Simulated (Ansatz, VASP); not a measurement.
**One calculation of TaN, two programs**

```
CELL_PARAMETERS angstrom
2.93800 0.00000 0.00000
-1.46900 2.54438 0.00000
0.00000 0.00000 2.88300
ATOMIC_POSITIONS crystal
Ta 0.33333 0.66667 0.50000
N 0.00000 0.00000 0.00000
```

Alike in both runs: task single point; functional LDA; k mesh 7 × 7 × 7; occupations gaussian, width 0.05 eV; collinear spin; Hubbard terms Ta d U = 2.0 eV.

|  | VASP | Ansatz |
| --- | --- | --- |
| version | VASP 6.6.1 | Ansatz 0.2.0 |
| potentials or method | VASP PAW LDA potentials, release 64 (Ta_pv, N), cutoff 520 eV | all-electron LAPW, scalar-relativistic |

|  | VASP | Ansatz | Ansatz less VASP |
| --- | --- | --- | --- |
| gap on the k mesh at the Fermi level (eV) | none | none | - |
| pressure (GPa) | -3.5 | -9.8 | -6.25 |
| traceless stress, the component that is largest in VASP (GPa) | -0.84 | -1.87 | -1.035 |
| net moment per atom (μB) | 0.00 | 0.00 | 0.000 |

LDA's correlation is that of Perdew and Zunger in VASP and of Perdew and Wang (1992) in Ansatz. The programs project onto different local orbitals, so the same U acts differently, and such runs can settle in different states. A gap of «none» marks a metal or a gap that the smearing closes. Ansatz ran all-electron here, and VASP with PAW potentials.

Spin-orbit coupling is off throughout. Noted on Ansatz's run: the k mesh is thin for a metal, which can move the energy by tens of meV per atom; U is the effective U less J, on atomic orbitals that reach past the spheres.
